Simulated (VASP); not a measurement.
# Pb (P6_3/mmc) in VASP: further runs, part 2 of 2

VASP 6.6.1. Earlier steps stand in the parts before.

## (3) Single point, PBE

File INCAR:

```
SYSTEM = Pb
PREC     = Accurate       ! precision mode
ENCUT    = 520            ! plane-wave cutoff, eV
EDIFF    = 1E-7           ! SCF threshold, eV
ISMEAR   = -1             ! smearing method
SIGMA    = 0.1            ! smearing width, eV
LREAL    = .False.        ! projectors in reciprocal space
LASPH    = .True.         ! aspherical terms in the spheres
NELM     = 60             ! most SCF steps
ALGO     = Normal         ! electronic algorithm
ISIF     = 2              ! what is computed and relaxed
LWAVE    = .False.        ! write WAVECAR
LCHARG   = .False.        ! write CHGCAR
GGA      = PE             ! functional
NBANDS   = 36             ! bands
```

File KPOINTS:

```
regular mesh
0
Gamma
  10 10 3
  0 0 0
```

File POSCAR:

```
Pb
1.0
    2.6180717670      0.0000000000      0.0000000000
   -1.3090358835      2.2673166592      0.0000000000
    0.0000000000      0.0000000000      8.6049717486
Pb
4
Direct
    0.0000000000      0.0000000000      0.0000000000
    0.0000000000      0.0000000000      0.5000000000
    0.3333333333      0.6666666667      0.2500000000
    0.6666666667      0.3333333333      0.7500000000
```

Potentials or basis: VASP PAW PBE potentials, release 64 (Pb_d).

Started as:

```bash
$ cat potpaw_PBE.64/Pb_d/POTCAR > POTCAR
$ mpirun -np 1 vasp_std > vasp.out
```

OUTCAR:

```text
SYSTEM = Pb
   PREC = Accurate
   ENCUT = 520
   EDIFF = 1E-7
   ISMEAR = -1
   LREAL = .False.
   LASPH = .True.
   NELM = 60
   ISIF = 2
   GGA = PE

 ion  position               nearest neighbor table
   1  0.000  0.000  0.000-   3 2.63   4 2.63   4 2.63   3 2.63   4 2.63   3 2.63   3 3.71   4 3.71
                             3 3.71   4 3.71   3 3.71   4 3.71
   2  0.000  0.000  0.500-   3 2.63   4 2.63   4 2.63   3 2.63   4 2.63   3 2.63   3 3.71   4 3.71
                             3 3.71   4 3.71   3 3.71   4 3.71
   3  0.333  0.667  0.250-   1 2.63   2 2.63   1 2.63   2 2.63   1 2.63   2 2.63   1 3.71   2 3.71
                             1 3.71   2 3.71   1 3.71   2 3.71
   4  0.667  0.333  0.750-   1 2.63   2 2.63   1 2.63   2 2.63   1 2.63   2 2.63   1 3.71   2 3.71
                             1 3.71   2 3.71   1 3.71   2 3.71

  LATTYP: Found a hexagonal cell.
 ALAT       =     2.6180717670
 C/A-ratio  =     3.2867593078

  Lattice vectors:

 A1 = (   2.6180717670,   0.0000000000,   0.0000000000)
 A2 = (  -1.3090358835,   2.2673166592,   0.0000000000)
 A3 = (   0.0000000000,   0.0000000000,   8.6049717486)

Analysis of symmetry for initial positions (statically):
=====================================================================
 Subroutine PRICEL returns:
 Original cell was already a primitive cell.

 Routine SETGRP: Setting up the symmetry group for a
 hexagonal supercell.

 Subroutine GETGRP returns: Found 24 space group operations
 (whereof 12 operations were pure point group operations)
 out of a pool of 24 trial point group operations.

The static configuration has the point symmetry D_3d.
 The point group associated with its full space group is D_6h.

Analysis of symmetry for dynamics (positions and initial velocities):
=====================================================================
 Subroutine PRICEL returns:
 Original cell was already a primitive cell.

 Routine SETGRP: Setting up the symmetry group for a
 hexagonal supercell.

 Subroutine GETGRP returns: Found 24 space group operations
 (whereof 12 operations were pure point group operations)
 out of a pool of 24 trial point group operations.

[... 127 lines left out ...]
  Fermi-wavevector in a.u.,A,eV,Ry     =   1.688067  3.189985 38.770774  2.849572
  Thomas-Fermi vector in A             =   2.770440
   LORBIT       =      0    0 simple, 1 ext, 2 COOP (PROOUT), +10 PAW based schemes
   GGA     = PE    functional components
   LHFCALC =     F    Hartree Fock is set to
   AEXX    =    0.0000 exact exchange contribution
   IVDW    =     0    specifies the selected vdW correction
   LEPSILON=     F    determine dielectric tensor
   LRPA    =     F    only Hartree local field effects (RPA)
 non-spin polarized calculation
  energy-cutoff  :      520.00
  volume of cell :       51.08
 maximum number of plane-waves:      1392
 NGX is ok and might be reduce to    20
   NGX =  9   NGY =  9   NGZ = 31

 number of electron      56.0000015 magnetization

 Free energy of the ion-electron system (eV)
  ---------------------------------------------------
  ext. energy  EPLUGINS =         0.00000000
  ---------------------------------------------------
  free energy    TOTEN  =        19.60435436 eV

  energy without entropy =       19.64237217  energy(sigma->0) =       19.62336326

 E-fermi :  23.5652     XC(G=0): -15.1094

 val. band max:       23.5442769119   @ k =   0.2000   0.1000   0.0000
 cond. band min:      23.7074169802   @ k =   0.3000   0.3000   0.3333
 fundamental gap:      0.1631400683
 Fermi energy:        23.5651946060

 k-point     1 :       0.0000    0.0000    0.0000
  band No.  band energies     occupation
      1       0.8801      2.00000
      2       1.0143      2.00000
      3       1.4682      2.00000
      4       1.4691      2.00000
      5       2.4606      2.00000
      6       2.4980      2.00000
[... 925 lines left out ...]
     35      29.4833      0.00000
     36      29.8861      0.00000

 [... further k-points ...]

------------------------ aborting loop because EDIFF is reached ----------------------------------------

  FORCE on cell =-STRESS in cart. coord.  units (eV):
  Direction    XX          YY          ZZ          XY          YZ          ZX
  --------------------------------------------------------------------------------------
  -------------------------------------------------------------------------------------
  Total      110.8655475    110.8655475    111.0466543      0.0000000      0.0000000     -0.0000000
  in kB     3477.4749740   3477.4749742   3483.1556789      0.0000000      0.0000000     -0.0000000
  external PRESSURE =    3479.3685423 kB  Pullay stress =       0.0000000 kB

 VOLUME and BASIS-vectors are now :
 -----------------------------------------------------------------------------
  energy-cutoff  :      520.00
  volume of cell :       51.08
      direct lattice vectors                 reciprocal lattice vectors
     2.618071767  0.000000000  0.000000000     0.381960500  0.220524997  0.000000000
    -1.309035883  2.267316659  0.000000000     0.000000000  0.441049994  0.000000000
     0.000000000  0.000000000  8.604971749     0.000000000  0.000000000  0.116211886

 POSITION                                       TOTAL-FORCE (eV/Angst)
 -----------------------------------------------------------------------------------
      0.00000      0.00000      0.00000        -0.000000     -0.000000      0.000000
      0.00000      0.00000      4.30249        -0.000000     -0.000000      0.000000
     -0.00000      1.51154      2.15124         0.000000     -0.000000      0.000000
      1.30904      0.75577      6.45373        -0.000000      0.000000     -0.000000
 -----------------------------------------------------------------------------------
    total drift:                                0.000000     -0.000000      0.000000

  FREE ENERGIE OF THE ION-ELECTRON SYSTEM (eV)
  ---------------------------------------------------
  free  energy   TOTEN  =        19.6043543578 eV

  energy  without entropy=       19.6423721685  energy(sigma->0) =       19.62336326
```

Run time: 28 s. Hardware: 1 thread of Intel Xeon 6975P-C (Granite Rapids), shared host; peak memory 0.18 GiB.

Results:

- Free energy: 19.6044 eV
- Pressure: 347.9 GPa
- Band gap on the k mesh: zero (band 28 reaches 30.27 eV, above the bottom of band 29 at 19.71 eV)

Levels at points of the mesh, in eV from the Fermi level:
```csv
k point,band 25,band 26,band 27,band 28,band 29,band 30,band 31,band 32
"(0.00, 0.00, 0.00)",-9.30,1.94,1.99,6.48,6.58,7.80,8.48,9.53
"(0.50, 0.00, 0.00)",-8.10,-7.66,-3.56,-2.66,-1.50,1.12,1.50,5.26
```

Caveat: spin-orbit coupling is left out, which moves the levels of the heavy elements.
